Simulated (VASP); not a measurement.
# TiAl3 (Pmm2) in VASP: relaxation of cell and atoms with PBE

Aim: the relaxation of cell and atoms of TiAl3 with PBE.

Everything below comes from runs of VASP 6.6.1. Logs are shortened: lines on timing, memory, paths and dates and some standing lists are left out, and cuts for length are marked.

### Step 1. The cell of the first run

The structure is orthorhombic, space group Pmm2 (No. 25). The conventional cell has a = 2.840 Å, b = 4.681 Å, c = 4.901 Å, α = 90.00°, β = 90.00°, γ = 90.00°. Ti (site symmetry mm2) has 10 Al at 2.83 to 2.85 Å and 2 Ti at 2.84 Å within 3.7 Å. Al (site symmetry mm2) has 4 Ti at 2.83 to 2.84 Å and 8 Al at 2.84 to 2.86 Å within 3.7 Å. Within 3.7 Å of Al (site symmetry mm2) lie 8 Al at 2.81 to 2.86 Å and 4 Ti at 2.85 Å. Al (site symmetry mm2) has 10 Al at 2.81 to 2.86 Å and 2 Ti at 2.85 Å within 3.7 Å.

### Step 2. Relaxation of cell and atoms, PBE

INCAR reads:

```
SYSTEM = TiAl3
PREC = Accurate ; ENCUT = 600
EDIFF = 1E-6 ; ISMEAR = 0
SIGMA = 0.1 ; LREAL = .FALSE.
LASPH = .TRUE. ; NELM = 100
ALGO = Fast ; ISIF = 3
LWAVE = .FALSE. ; LCHARG = .FALSE.
GGA = PE ; IBRION = 2
NSW = 100 ; EDIFFG = -0.01
```

KPOINTS reads:

```
Automatic mesh
0
G
  16 10 10
  0 0 0
```

POSCAR reads:

```
TiAl3
1.0
    2.8396770000      0.0000000000      0.0000000000
    0.0000000000      4.6812640000      0.0000000000
    0.0000000000      0.0000000000      4.9007420000
Ti Al
1 3
Direct
    0.0000000000      0.5000000000      0.1659160000
    0.5000000000      0.5000000000      0.6672710000
    0.5000000000      0.0000000000      0.3309120000
    0.0000000000      0.0000000000      0.8359000000
```

Potentials or basis: VASP PAW PBE potentials, release 64 (Ti_sv, Al).

On the command line:

```bash
$ cat potpaw_PBE.64/Ti_sv/POTCAR potpaw_PBE.64/Al/POTCAR > POTCAR
$ mpirun -np 1 vasp_std > vasp.out
```

OUTCAR:

```text
SYSTEM = TiAl3
   PREC = Accurate
   ENCUT = 600
   EDIFF = 1E-6
   ISMEAR = 0
   LREAL = .FALSE.
   LASPH = .TRUE.
   NELM = 100
   ISIF = 3
   GGA = PE
   IBRION = 2
   NSW = 100
   EDIFFG = -0.01

 ion  position               nearest neighbor table
   1  0.000  0.500  0.166-   2 2.83   2 2.83   2 2.84   2 2.84   4 2.85   4 2.85   3 2.85   3 2.85
                             3 2.85   3 2.85
   2  0.500  0.500  0.667-   1 2.83   1 2.83   1 2.84   1 2.84   4 2.86   4 2.86   4 2.86   4 2.86
                             3 2.86   3 2.86
   3  0.500  0.000  0.331-   4 2.81   4 2.81   4 2.85   4 2.85   1 2.85   1 2.85   1 2.85   1 2.85
                             2 2.86   2 2.86
   4  0.000  0.000  0.836-   3 2.81   3 2.81   1 2.85   1 2.85   3 2.85   3 2.85   2 2.86   2 2.86
                             2 2.86   2 2.86

  LATTYP: Found a simple orthorhombic cell.
 ALAT       =     2.8396770000
 B/A-ratio  =     1.6485198845
 C/A-ratio  =     1.7258096607

  Lattice vectors:

 A1 = (   2.8396770000,   0.0000000000,   0.0000000000)
 A2 = (   0.0000000000,   4.6812640000,   0.0000000000)
 A3 = (   0.0000000000,   0.0000000000,   4.9007420000)

Analysis of symmetry for initial positions (statically):
=====================================================================
 Subroutine PRICEL returns:
 Original cell was already a primitive cell.

 Routine SETGRP: Setting up the symmetry group for a
 simple orthorhombic supercell.

 Subroutine GETGRP returns: Found  4 space group operations
 (whereof  4 operations were pure point group operations)
 out of a pool of  8 trial point group operations.

The static configuration has the point symmetry C_2v.

Analysis of symmetry for dynamics (positions and initial velocities):
=====================================================================
 Subroutine PRICEL returns:
 Original cell was already a primitive cell.

 Routine SETGRP: Setting up the symmetry group for a
 simple orthorhombic supercell.

 Subroutine GETGRP returns: Found  4 space group operations
 (whereof  4 operations were pure point group operations)
 out of a pool of  8 trial point group operations.

The dynamic configuration has the point symmetry C_2v.

 Subroutine INISYM returns: Found  4 space group operations
 (whereof  4 operations are pure point group operations),
 and found     1 'primitive' translations

----------------------------------------------------------------------------------------

                                     Primitive cell

  volume of cell :      65.1469

  direct lattice vectors                    reciprocal lattice vectors
     2.839677000  0.000000000  0.000000000     0.352152727  0.000000000  0.000000000
     0.000000000  4.681264000  0.000000000     0.000000000  0.213617519  0.000000000
     0.000000000  0.000000000  4.900742000     0.000000000  0.000000000  0.204050734

  length of vectors
     2.839677000  4.681264000  4.900742000     0.352152727  0.213617519  0.204050734

  position of ions in fractional coordinates (direct lattice)
     0.000000000  0.500000000  0.165916000
     0.500000000  0.500000000  0.667271000
     0.500000000  0.000000000  0.330912000
     0.000000000  0.000000000  0.835900000

  ion indices of the primitive-cell ions
   primitive index   ion index
                 1           1
                 2           2
                 3           3
                 4           4

----------------------------------------------------------------------------------------

 KPOINTS: Automatic mesh

Automatic generation of k-mesh.
 Grid dimensions read from file:
 generate k-points for:   16   10   10

 Generating k-lattice:

  Cartesian coordinates                     Fractional coordinates (reciprocal lattice)
     0.022009545  0.000000000  0.000000000     0.062500000  0.000000000  0.000000000
     0.000000000  0.021361752  0.000000000     0.000000000  0.100000000  0.000000000
     0.000000000  0.000000000  0.020405073     0.000000000  0.000000000  0.100000000

  Length of vectors
     0.022009545  0.021361752  0.020405073

  Shift w.r.t. Gamma in fractional coordinates (k-lattice)
     0.000000000  0.000000000  0.000000000

 Subroutine IBZKPT returns following result:
 ===========================================

 Found    324 irreducible k-points:

 Following reciprocal coordinates:
            Coordinates               Weight
  0.000000  0.000000  0.000000      1.000000
  0.062500  0.000000  0.000000      2.000000
  0.125000  0.000000  0.000000      2.000000
  0.187500  0.000000  0.000000      2.000000
  0.250000  0.000000  0.000000      2.000000
  0.312500  0.000000  0.000000      2.000000
[... 16 lines left out ...]
  0.250000  0.200000  0.000000      4.000000
  0.312500  0.200000  0.000000      4.000000
 [... further k-points ...]
   k-points           NKPTS =    324   k-points in BZ     NKDIM =    324   number of bands    NBANDS=     14
   number of dos      NEDOS =    301   number of ions     NIONS =      4
   total plane-waves  NPLWV =  38400
   dimension x,y,z NGX =    24 NGY =   40 NGZ =   40
   dimension x,y,z NGXF=    48 NGYF=   80 NGZF=   80
   ions per type =               1   3
   NGX,Y,Z   is equivalent  to a cutoff of  14.05, 14.21, 13.57 a.u.
   NGXF,Y,Z  is equivalent  to a cutoff of  28.10, 28.41, 27.14 a.u.
 SYSTEM =  TiAl3
   PREC   = accura    normal or accurate (medium, high low for compatibility)
   ISTART =      0    job   : 0-new  1-cont  2-samecut
   ICHARG =      2    charge: 1-file 2-atom 10-const
   ISPIN  =      1    spin polarized calculation?
   LNONCOLLINEAR =      F non collinear calculations
   LSORBIT =      F    spin-orbit coupling
   LASPH  =      T    aspherical Exc in radial PAW
   ENCUT  =  600.0 eV  44.10 Ry    6.64 a.u.   5.67  9.35  9.79*2*pi/ulx,y,z
   NELM   =    100;   NELMIN=  2; NELMDL= -5     # of ELM steps
   EDIFF  = 0.1E-05   stopping-criterion for ELM
   LREAL  =      F    real-space projection
   EDIFFG = -.1E-01   stopping-criterion for IOM
   NSW    =    100    number of steps for IOM
   IBRION =      2    ionic relax: 0-MD 1-quasi-New 2-CG
   NFREE  =      1    steps in history (QN), initial steepest desc. (CG)
   ISIF   =      3    stress and relaxation
   ISYM   =      2    0-nonsym 1-usesym 2-fastsym
   POTIM  = 0.5000    time-step for ionic-motion
   TEBEG  =    0.0;   TEEND  =   0.0 temperature during run
   PSTRESS=    0.0 pullay stress
   NELECT =      21.0000    total number of electrons
   NUPDOWN=      -1.0000    fix difference up-down
   EMIN   =  10.00;   EMAX   =-10.00  energy-range for DOS
   EFERMI =   0.00;   METHOD = LEGACY
   ISMEAR =     0;   SIGMA  =   0.10  broadening in eV -4-tet -1-fermi 0-gaus
   EFERMI_NEDOS =   21; number of points for ismear=-14 and -15
   IALGO  =     68    algorithm
   IMIX   =      4    mixing-type and parameters
     AMIX     =   0.40;   BMIX     =  1.00
     AMIX_MAG =   1.60;   BMIX_MAG =  1.00
  volume/ion in A,a.u.               =      16.29       109.91
  Fermi-wavevector in a.u.,A,eV,Ry     =   1.122492  2.121202 17.143184  1.259988
  Thomas-Fermi vector in A             =   2.259152
   LORBIT       =      0    0 simple, 1 ext, 2 COOP (PROOUT), +10 PAW based schemes
   GGA     = PE    functional components
   LHFCALC =     F    Hartree Fock is set to
   AEXX    =    0.0000 exact exchange contribution
   IVDW    =     0    specifies the selected vdW correction
   LEPSILON=     F    determine dielectric tensor
   LRPA    =     F    only Hartree local field effects (RPA)
 conjugate gradient relaxation of ions
 non-spin polarized calculation
 RMM-DIIS sequential band-by-band and
 Gauss-broadening in eV      SIGMA  =   0.10
  energy-cutoff  :      600.00
  volume of cell :       65.15
 maximum number of plane-waves:      2196
 NGX is ok and might be reduce to    24
   NGX = 11   NGY = 19   NGZ = 19

--------------------------------------- Ionic step        1  -------------------------------------------

 number of electron      20.9999997 magnetization

 Free energy of the ion-electron system (eV)
  ---------------------------------------------------
  ext. energy  EPLUGINS =         0.00000000
  ---------------------------------------------------
  free energy    TOTEN  =       -20.03727505 eV

  energy without entropy =      -20.02239136  energy(sigma->0) =      -20.02983320

------------------------ aborting loop because EDIFF is reached ----------------------------------------

  FORCE on cell =-STRESS in cart. coord.  units (eV):
  Direction    XX          YY          ZZ          XY          YZ          ZX
  --------------------------------------------------------------------------------------
  -------------------------------------------------------------------------------------
  Total       -0.5196276      0.2033892      0.2211822      0.0000000      0.0000000      0.0000000
  in kB      -12.7793537      5.0020107      5.4395989      0.0000000      0.0000000      0.0000000
  external PRESSURE =      -0.7792480 kB  Pullay stress =       0.0000000 kB
[... 289 lines left out ...]
  energy  without entropy=      -20.0294571877  energy(sigma->0) =      -20.03624982

--------------------------------------- Ionic step        9  -------------------------------------------

 number of electron      20.9999997 magnetization

 Free energy of the ion-electron system (eV)
  ---------------------------------------------------
  ext. energy  EPLUGINS =         0.00000000
  ---------------------------------------------------
  free energy    TOTEN  =       -20.04315609 eV

  energy without entropy =      -20.02950919  energy(sigma->0) =      -20.03633264

 E-fermi :   8.0510     XC(G=0): -10.6331

 val. band max:        8.0463123785   @ k =   0.1250   0.4000   0.3000
 cond. band min:       8.0518265761   @ k =   0.3750   0.5000   0.2000
 fundamental gap:      0.0055141976
 Fermi energy:         8.0509625875

 k-point     1 :       0.0000    0.0000    0.0000
  band No.  band energies     occupation
      1     -48.4459      2.00000
      2     -24.7707      2.00000
      3     -24.7699      2.00000
      4     -24.3749      2.00000
      5      -2.0749      2.00000
      6       2.9044      2.00000
      7       4.1527      2.00000
      8       4.5107      2.00000
      9       5.3473      2.00000
     10       7.2348      2.00000
     11       7.6239      2.00000
     12      10.5133      0.00000
     13      10.6114      0.00000
     14      10.7517      0.00000
[... 375 lines left out ...]
 k-point    24 :       0.3125    0.2000    0.0000
  band No.  band energies     occupation
      1     -48.4029      2.00000
      2     -24.7306      2.00000
      3     -24.7282      2.00000
      4     -24.7193      2.00000
      5       0.0123      2.00000
      6       3.6700      2.00000
      7       5.4487      2.00000
      8       5.7098      2.00000
      9       6.4048      2.00000
     10       7.4629      2.00000
     11       7.5662      2.00000
     12       9.2436      0.00000
     13       9.6257      0.00000
     14      10.5545      0.00000

 [... further k-points ...]

------------------------ aborting loop because EDIFF is reached ----------------------------------------

  FORCE on cell =-STRESS in cart. coord.  units (eV):
  Direction    XX          YY          ZZ          XY          YZ          ZX
  --------------------------------------------------------------------------------------
  -------------------------------------------------------------------------------------
  Total        0.0041026     -0.0147166      0.0377022      0.0000000      0.0000000      0.0000000
  in kB        0.1009477     -0.3621119      0.9276863      0.0000000      0.0000000      0.0000000
  external PRESSURE =       0.2221740 kB  Pullay stress =       0.0000000 kB
[... 19 lines left out ...]
  FREE ENERGIE OF THE ION-ELECTRON SYSTEM (eV)
  ---------------------------------------------------
  free  energy   TOTEN  =       -20.0431560886 eV

  energy  without entropy=      -20.0295091933  energy(sigma->0) =      -20.03633264

 reached required accuracy - stopping structural energy minimisation
```

Wall time 35 min (1 thread of Intel Xeon Platinum 8259CL at 2.50GHz (Skylake/Cascade Lake), shared host); peak memory 0.51 GiB.

What came out:

```yaml
Free_energy: -20.0432 eV
Relaxed_volume: 16.28 Å³/atom
Relaxed_cell: a = 2.800 Å, b = 4.716 Å, c = 4.930 Å, α = 90.00°, β = 90.00°, γ = 90.00°
Space_group_after_relaxing_to_0.1_Å: Pmm2 (No. 25)
Energy_gained_by_relaxing: 1.5 meV/atom
Ionic_steps: 9
Pressure_after_relaxing: 0.0 GPa
Largest_force_after_relaxing: 0.010 eV/Å
Band_gap_on_the_k_mesh: zero (an odd number of electrons rules out a gap without spin polarisation)
```

Forces on the atoms (eV/Å):
```
Ti   0.000  0.000 -0.010
Al   0.000  0.000  0.009
Al   0.000  0.000  0.009
Al   0.000  0.000 -0.009
```

Step by step:
```tsv
step	energy change (eV)	largest force (eV/Å)	pressure (GPa)	volume (Å³)
1	0.0000	0.0475	-0.08	65.15
2	-0.0034	0.0339	0.04	65.07
3	-0.0046	0.0654	0.18	64.99
4	-0.0051	0.0468	-0.11	65.18
5	-0.0052	0.0431	-0.21	65.26
6	-0.0056	0.0268	-0.12	65.17
7	-0.0058	0.0227	0.06	65.04
8	-0.0058	0.0244	0.10	65.06
9	-0.0059	0.0097	0.02	65.11
```

Final structure:
```
CELL_PARAMETERS angstrom
2.80039 0.00000 0.00000
0.00000 4.71636 0.00000
0.00000 0.00000 4.93004
ATOMIC_POSITIONS crystal
Ti 0.00000 0.50000 0.16308
Al 0.50000 0.50000 0.66390
Al 0.50000 0.00000 0.33355
Al 0.00000 0.00000 0.83947
```
